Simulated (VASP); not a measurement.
# W (Fd-3m) in VASP: notebook

Runs on W. Level: PBEsol. Tasks: single point.

All numbers are computed with VASP 6.6.1; they aren't measurements. Logs are shortened: lines on timing, memory, paths and dates and some standing lists are left out, and cuts for length are marked.

### 1 The cell of the first run

Symmetry: Fd-3m, No. 227, cubic system. The conventional cell has a = 5.758 Å, b = 5.758 Å, c = 5.758 Å, α = 90.00°, β = 90.00°, γ = 90.00°. W (site symmetry -43m) has 4 W at 2.49 Å within 3.3 Å.

This isn't the form of W at room conditions, which is bcc.

### 2 Single point, PBEsol

Contents of INCAR:

```
PREC = Accurate
ENCUT = 520
EDIFF = 1E-6
ISMEAR = -1
SIGMA = 0.1
LREAL = F
LASPH = T
NELM = 100
ALGO = Normal
ISIF = 2
LWAVE = F
LCHARG = F
GGA = PS
NBANDS = 21
```

Contents of KPOINTS:

```
regular mesh
0
Gamma
  10 10 10
```

Contents of POSCAR:

```
W
1.0
    0.0000000000      2.8792487036      2.8792487036
    2.8792487036      0.0000000000      2.8792487036
    2.8792487036      2.8792487036      0.0000000000
W
2
Direct
    0.1250000000      0.1250000000      0.1250000000
    0.8750000000      0.8750000000      0.8750000000
```

Potentials or basis: VASP PAW PBE potentials, release 64 (W_sv).

The run is started by

```bash
$ cat potpaw_PBE.64/W_sv/POTCAR > POTCAR
$ mpirun -np 1 vasp_std > vasp.out
```

OUTCAR:

```text
PREC = Accurate
   ENCUT = 520
   EDIFF = 1E-6
   ISMEAR = -1
   LREAL = F
   LASPH = T
   NELM = 100
   ISIF = 2
   GGA = PS

 ion  position               nearest neighbor table
   1  0.125  0.125  0.125-   2 2.49   2 2.49   2 2.49   2 2.49
   2  0.875  0.875  0.875-   1 2.49   1 2.49   1 2.49   1 2.49

  LATTYP: Found a face centered cubic cell.
 ALAT       =     5.7584974072

  Lattice vectors:

 A1 = (   0.0000000000,   2.8792487036,   2.8792487036)
 A2 = (   2.8792487036,   0.0000000000,   2.8792487036)
 A3 = (   2.8792487036,   2.8792487036,   0.0000000000)

Analysis of symmetry for initial positions (statically):
=====================================================================
 Subroutine PRICEL returns:
 Original cell was already a primitive cell.

 Routine SETGRP: Setting up the symmetry group for a
 face centered cubic supercell.

 Subroutine GETGRP returns: Found 48 space group operations
 (whereof 12 operations were pure point group operations)
 out of a pool of 48 trial point group operations.

The static configuration has the point symmetry D_3d.
 The point group associated with its full space group is O_h .

Analysis of symmetry for dynamics (positions and initial velocities):
=====================================================================
 Subroutine PRICEL returns:
 Original cell was already a primitive cell.

 Routine SETGRP: Setting up the symmetry group for a
 face centered cubic supercell.

 Subroutine GETGRP returns: Found 48 space group operations
 (whereof 12 operations were pure point group operations)
 out of a pool of 48 trial point group operations.

The dynamic configuration has the point symmetry D_3d.
 The point group associated with its full space group is O_h .

 Subroutine INISYM returns: Found 48 space group operations
 (whereof 12 operations are pure point group operations),
 and found     1 'primitive' translations

----------------------------------------------------------------------------------------

                                     Primitive cell

  volume of cell :      47.7384

  direct lattice vectors                    reciprocal lattice vectors
     0.000000000  2.879248704  2.879248704    -0.173656412  0.173656412  0.173656412
     2.879248704  0.000000000  2.879248704     0.173656412 -0.173656412  0.173656412
     2.879248704  2.879248704  0.000000000     0.173656412  0.173656412 -0.173656412

[... 78 lines left out ...]
   LNONCOLLINEAR =      F non collinear calculations
   LSORBIT =      F    spin-orbit coupling
   LASPH  =      T    aspherical Exc in radial PAW
   ENCUT  =  520.0 eV  38.22 Ry    6.18 a.u.   7.57  7.57  7.57*2*pi/ulx,y,z
   NELM   =    100;   NELMIN=  2; NELMDL= -5     # of ELM steps
   EDIFF  = 0.1E-05   stopping-criterion for ELM
   LREAL  =      F    real-space projection
   EDIFFG = 0.1E-04   stopping-criterion for IOM
   NSW    =      0    number of steps for IOM
   IBRION =     -1    ionic relax: 0-MD 1-quasi-New 2-CG
   NFREE  =      0    steps in history (QN), initial steepest desc. (CG)
   ISIF   =      2    stress and relaxation
   ISYM   =      2    0-nonsym 1-usesym 2-fastsym
   POTIM  = 0.5000    time-step for ionic-motion
   TEBEG  =    0.0;   TEEND  =   0.0 temperature during run
   PSTRESS=    0.0 pullay stress
   NELECT =      28.0000    total number of electrons
   NUPDOWN=      -1.0000    fix difference up-down
   EMIN   =  10.00;   EMAX   =-10.00  energy-range for DOS
   EFERMI =   0.00;   METHOD = LEGACY
   ISMEAR =    -1;   SIGMA  =   0.10  broadening in eV -4-tet -1-fermi 0-gaus
   EFERMI_NEDOS =   21; number of points for ismear=-14 and -15
   IALGO  =     38    algorithm
   IMIX   =      4    mixing-type and parameters
     AMIX     =   0.40;   BMIX     =  1.00
     AMIX_MAG =   1.60;   BMIX_MAG =  1.00
  volume/ion in A,a.u.               =      23.87       161.08
  Fermi-wavevector in a.u.,A,eV,Ry     =   1.370372  2.589627 25.550628  1.877918
  Thomas-Fermi vector in A             =   2.496164
   LORBIT       =      0    0 simple, 1 ext, 2 COOP (PROOUT), +10 PAW based schemes
   GGA     = PS    functional components
   LHFCALC =     F    Hartree Fock is set to
   AEXX    =    0.0000 exact exchange contribution
   IVDW    =     0    specifies the selected vdW correction
   LEPSILON=     F    determine dielectric tensor
   LRPA    =     F    only Hartree local field effects (RPA)
 non-spin polarized calculation
  energy-cutoff  :      520.00
  volume of cell :       47.74
 maximum number of plane-waves:      1307
   NGX = 15   NGY = 15   NGZ = 15

 number of electron      27.9999993 magnetization

 Free energy of the ion-electron system (eV)
  ---------------------------------------------------
  ext. energy  EPLUGINS =         0.00000000
  ---------------------------------------------------
  free energy    TOTEN  =       -21.99178468 eV

  energy without entropy =      -21.89732088  energy(sigma->0) =      -21.94455278

 E-fermi :   5.3974     XC(G=0): -11.1104

 val. band max:        5.3881693117   @ k =  -0.4000   0.4000   0.0000
 cond. band min:       5.4012209158   @ k =  -0.3000   0.1000   0.0000
 fundamental gap:      0.0130516041
 Fermi energy:         5.3973971671

 k-point     1 :       0.0000    0.0000    0.0000
  band No.  band energies     occupation
      1     -67.7133      2.00000
      2     -67.3510      2.00000
      3     -32.3346      2.00000
      4     -32.3346      2.00000
      5     -32.3346      2.00000
      6     -31.3299      2.00000
[... 565 lines left out ...]
     20      12.1618      0.00000
     21      12.8604      0.00000

 [... further k-points ...]

------------------------ aborting loop because EDIFF is reached ----------------------------------------

  FORCE on cell =-STRESS in cart. coord.  units (eV):
  Direction    XX          YY          ZZ          XY          YZ          ZX
  --------------------------------------------------------------------------------------
  -------------------------------------------------------------------------------------
  Total        0.1878590      0.1878590      0.1878590      0.0000000      0.0000000      0.0000000
  in kB        6.3048554      6.3048554      6.3048554      0.0000000      0.0000000      0.0000000
  external PRESSURE =       6.3048554 kB  Pullay stress =       0.0000000 kB

 VOLUME and BASIS-vectors are now :
 -----------------------------------------------------------------------------
  energy-cutoff  :      520.00
  volume of cell :       47.74
      direct lattice vectors                 reciprocal lattice vectors
     0.000000000  2.879248704  2.879248704    -0.173656412  0.173656412  0.173656412
     2.879248704  0.000000000  2.879248704     0.173656412 -0.173656412  0.173656412
     2.879248704  2.879248704  0.000000000     0.173656412  0.173656412 -0.173656412

 POSITION                                       TOTAL-FORCE (eV/Angst)
 -----------------------------------------------------------------------------------
      0.71981      0.71981      0.71981         0.000000      0.000000      0.000000
      5.03869      5.03869      5.03869        -0.000000     -0.000000     -0.000000
 -----------------------------------------------------------------------------------
    total drift:                               -0.000000      0.000000      0.000000

  FREE ENERGIE OF THE ION-ELECTRON SYSTEM (eV)
  ---------------------------------------------------
  free  energy   TOTEN  =       -21.9917846829 eV

  energy  without entropy=      -21.8973208793  energy(sigma->0) =      -21.94455278
```

OSZICAR:

```text
N       E                     dE             d eps       ncg     rms          rms(c)
DAV:   1     0.299624255677E+03    0.29962E+03   -0.17331E+04  1990   0.145E+03
DAV:   2    -0.126423424165E+02   -0.31227E+03   -0.30427E+03  2168   0.443E+02
DAV:   3    -0.223009723961E+02   -0.96586E+01   -0.93750E+01  2345   0.782E+01
DAV:   4    -0.224323943899E+02   -0.13142E+00   -0.13124E+00  2177   0.974E+00
DAV:   5    -0.224341371721E+02   -0.17428E-02   -0.17425E-02  2296   0.120E+00    0.217E+01
DAV:   6    -0.220945594474E+02    0.33958E+00   -0.48004E-01  2286   0.593E+00    0.101E+01
DAV:   7    -0.219980705356E+02    0.96489E-01   -0.19354E-01  2449   0.398E+00    0.898E-01
DAV:   8    -0.219917955040E+02    0.62750E-02   -0.22611E-02  2082   0.107E+00    0.852E-02
DAV:   9    -0.219917752188E+02    0.20285E-04   -0.53078E-04  2134   0.182E-01    0.860E-02
DAV:  10    -0.219917851235E+02   -0.99047E-05   -0.30139E-05  2304   0.566E-02    0.502E-03
DAV:  11    -0.219917846829E+02    0.44059E-06   -0.11791E-06  1336   0.857E-03
   1 F= -.21991785E+02 E0= -.21944553E+02  d E =-.944638E-01
```

stdout:

```text
POSCAR found type information on POSCAR W
 POSCAR found :  1 types and       2 ions
 scaLAPACK will be used
 -----------------------------------------------------------------------------
|                                                                             |
|                                                                             |
|     You enforced a specific xc type in the INCAR file but a different       |
|     I HOPE YOU KNOW WHAT YOU ARE DOING!                                     |
|                                                                             |
 -----------------------------------------------------------------------------

 LDA part: xc-table for (Slater+PW92), standard interpolation
 POSCAR, INCAR and KPOINTS ok, starting setup
 FFT: planning ... GRIDC
 FFT: planning ... GRID_SOFT
 FFT: planning ... GRID
 WAVECAR not read
 entering main loop
```

Wall time 30 s (1 thread of Intel Xeon Platinum 8488C (Sapphire Rapids), shared host); peak memory 0.18 GiB.

What came out:

| Quantity | Value |
| --- | --- |
| Free energy | -21.9918 eV |
| Pressure | 0.6 GPa |
| Band gap on the k mesh | zero (bands 14 and 15 overlap by 0.90 eV) |

Caveat: the PAW data sets were made with another functional, which shifts forces and pressure a little; spin-orbit coupling is left out, which moves the levels of the heavy elements.

### 3 Single point, PBEsol (21.00 Å³/atom)

This run uses another cell than the first one, of 21.00 Å³/atom.

Contents of INCAR:

```
SYSTEM = W
  PREC = Accurate
  ENCUT = 520
  EDIFF = 1E-6
  ISMEAR = -1
  SIGMA = 0.1
  LREAL = .FALSE.
  LASPH = .TRUE.
  NELM = 100
  ALGO = Normal
  ISIF = 2
  LWAVE = .FALSE.
  LCHARG = .TRUE.
  GGA = PS
  LELF = .TRUE.
  LVHAR = .TRUE.
  NBANDS = 21
```

Contents of KPOINTS:

```
regular mesh
0
G
  11 11 11
  0 0 0
```

Contents of POSCAR:

```
W
1.0
    0.0000000000      2.7591378824      2.7591378824
    2.7591378824      0.0000000000      2.7591378824
    2.7591378824      2.7591378824      0.0000000000
W
2
Direct
    0.1250000000      0.1250000000      0.1250000000
    0.8750000000      0.8750000000      0.8750000000
```

Potentials or basis: VASP PAW PBE potentials, release 64 (W_sv).

The run is started by

```bash
$ cat potpaw_PBE.64/W_sv/POTCAR > POTCAR
$ mpirun -np 1 vasp_std > vasp.out
```

OUTCAR:

```text
SYSTEM = W
   PREC = Accurate
   ENCUT = 520
   EDIFF = 1E-6
   ISMEAR = -1
   LREAL = .FALSE.
   LASPH = .TRUE.
   NELM = 100
   ISIF = 2
   GGA = PS

 ion  position               nearest neighbor table
   1  0.125  0.125  0.125-   2 2.39   2 2.39   2 2.39   2 2.39
   2  0.875  0.875  0.875-   1 2.39   1 2.39   1 2.39   1 2.39

  LATTYP: Found a face centered cubic cell.
 ALAT       =     5.5182757648

  Lattice vectors:

 A1 = (   0.0000000000,   2.7591378824,   2.7591378824)
 A2 = (   2.7591378824,   0.0000000000,   2.7591378824)
 A3 = (   2.7591378824,   2.7591378824,   0.0000000000)

Analysis of symmetry for initial positions (statically):
=====================================================================
 Subroutine PRICEL returns:
 Original cell was already a primitive cell.

 Routine SETGRP: Setting up the symmetry group for a
 face centered cubic supercell.

 Subroutine GETGRP returns: Found 48 space group operations
 (whereof 12 operations were pure point group operations)
 out of a pool of 48 trial point group operations.

The static configuration has the point symmetry D_3d.
 The point group associated with its full space group is O_h .

Analysis of symmetry for dynamics (positions and initial velocities):
=====================================================================
 Subroutine PRICEL returns:
 Original cell was already a primitive cell.

 Routine SETGRP: Setting up the symmetry group for a
 face centered cubic supercell.

 Subroutine GETGRP returns: Found 48 space group operations
 (whereof 12 operations were pure point group operations)
 out of a pool of 48 trial point group operations.

The dynamic configuration has the point symmetry D_3d.
 The point group associated with its full space group is O_h .

 Subroutine INISYM returns: Found 48 space group operations
 (whereof 12 operations are pure point group operations),
 and found     1 'primitive' translations

[... 111 lines left out ...]
   IALGO  =     38    algorithm
   IMIX   =      4    mixing-type and parameters
     AMIX     =   0.40;   BMIX     =  1.00
     AMIX_MAG =   1.60;   BMIX_MAG =  1.00
  volume/ion in A,a.u.               =      21.00       141.75
  Fermi-wavevector in a.u.,A,eV,Ry     =   1.430027  2.702358 27.823587  2.044976
  Thomas-Fermi vector in A             =   2.549916
   LORBIT       =      0    0 simple, 1 ext, 2 COOP (PROOUT), +10 PAW based schemes
   GGA     = PS    functional components
   LHFCALC =     F    Hartree Fock is set to
   AEXX    =    0.0000 exact exchange contribution
   IVDW    =     0    specifies the selected vdW correction
   LEPSILON=     F    determine dielectric tensor
   LRPA    =     F    only Hartree local field effects (RPA)
 non-spin polarized calculation
  energy-cutoff  :      520.00
  volume of cell :       42.01
 maximum number of plane-waves:      1147
 NGX is ok and might be reduce to    30
   NGX = 15   NGY = 15   NGZ = 15

 number of electron      27.9999995 magnetization

 Free energy of the ion-electron system (eV)
  ---------------------------------------------------
  ext. energy  EPLUGINS =         0.00000000
  ---------------------------------------------------
  free energy    TOTEN  =       -21.61344959 eV

  energy without entropy =      -21.53638895  energy(sigma->0) =      -21.57491927

 E-fermi :   6.7769     XC(G=0): -11.7521

 val. band max:        6.7605235743   @ k =  -0.2727   0.0909   0.0000
 cond. band min:       6.7858602722   @ k =  -0.4545   0.0909   0.0000
 fundamental gap:      0.0253366978
 Fermi energy:         6.7769480002

 k-point     1 :       0.0000    0.0000    0.0000
  band No.  band energies     occupation
      1     -66.3361      2.00000
      2     -65.7508      2.00000
      3     -31.1460      2.00000
      4     -31.1460      2.00000
      5     -31.1460      2.00000
      6     -29.7422      2.00000
[... 565 lines left out ...]
     20      16.5329      0.00000
     21      17.1148      0.00000

 [... further k-points ...]

------------------------ aborting loop because EDIFF is reached ----------------------------------------

  FORCE on cell =-STRESS in cart. coord.  units (eV):
  Direction    XX          YY          ZZ          XY          YZ          ZX
  --------------------------------------------------------------------------------------
  -------------------------------------------------------------------------------------
  Total        5.9409058      5.9409058      5.9409058     -0.0000000     -0.0000000     -0.0000000
  in kB      226.5755497    226.5755497    226.5755497     -0.0000000     -0.0000000     -0.0000000
  external PRESSURE =     226.5755497 kB  Pullay stress =       0.0000000 kB

 VOLUME and BASIS-vectors are now :
 -----------------------------------------------------------------------------
  energy-cutoff  :      520.00
  volume of cell :       42.01
      direct lattice vectors                 reciprocal lattice vectors
     0.000000000  2.759137882  2.759137882    -0.181216025  0.181216025  0.181216025
     2.759137882  0.000000000  2.759137882     0.181216025 -0.181216025  0.181216025
     2.759137882  2.759137882  0.000000000     0.181216025  0.181216025 -0.181216025

 POSITION                                       TOTAL-FORCE (eV/Angst)
 -----------------------------------------------------------------------------------
      0.68978      0.68978      0.68978         0.000000     -0.000000      0.000000
      4.82849      4.82849      4.82849        -0.000000      0.000000     -0.000000
 -----------------------------------------------------------------------------------
    total drift:                               -0.000000      0.000000      0.000000

  FREE ENERGIE OF THE ION-ELECTRON SYSTEM (eV)
  ---------------------------------------------------
  free  energy   TOTEN  =       -21.6134495891 eV

  energy  without entropy=      -21.5363889535  energy(sigma->0) =      -21.57491927
```

OSZICAR:

```text
N       E                     dE             d eps       ncg     rms          rms(c)
DAV:   1     0.307832997053E+03    0.30783E+03   -0.17207E+04  2352   0.149E+03
DAV:   2    -0.118737038188E+02   -0.31971E+03   -0.31069E+03  2622   0.454E+02
DAV:   3    -0.218498044602E+02   -0.99761E+01   -0.97531E+01  2702   0.820E+01
DAV:   4    -0.219659731340E+02   -0.11617E+00   -0.11588E+00  2648   0.960E+00
DAV:   5    -0.219676294789E+02   -0.16563E-02   -0.16562E-02  2665   0.117E+00    0.270E+01
DAV:   6    -0.217131271098E+02    0.25450E+00   -0.23475E-01  2724   0.456E+00    0.137E+01
DAV:   7    -0.216167354229E+02    0.96392E-01   -0.14872E-01  2723   0.376E+00    0.754E-01
DAV:   8    -0.216134498973E+02    0.32855E-02   -0.17136E-02  2467   0.103E+00    0.107E-01
DAV:   9    -0.216134430911E+02    0.68062E-05   -0.31414E-04  2645   0.149E-01    0.786E-02
DAV:  10    -0.216134501752E+02   -0.70841E-05   -0.26559E-05  2607   0.566E-02    0.268E-03
DAV:  11    -0.216134495891E+02    0.58614E-06   -0.84356E-07  1632   0.818E-03
   1 F= -.21613450E+02 E0= -.21574919E+02  d E =-.770606E-01
```

Wall time 33 s (1 thread of Intel Xeon Platinum 8488C (Sapphire Rapids), shared host); peak memory 0.18 GiB.

What came out:

| Quantity | Value |
| --- | --- |
| Free energy | -21.6134 eV |
| Pressure | 22.7 GPa |
| Band gap on the k mesh | zero (bands 14 and 15 overlap by 1.01 eV) |

Caveat: the cell stands under pressure; the PAW data sets were made with another functional, which shifts forces and pressure a little; spin-orbit coupling is left out, which moves the levels of the heavy elements.

(Continued in part 2 of 2.)
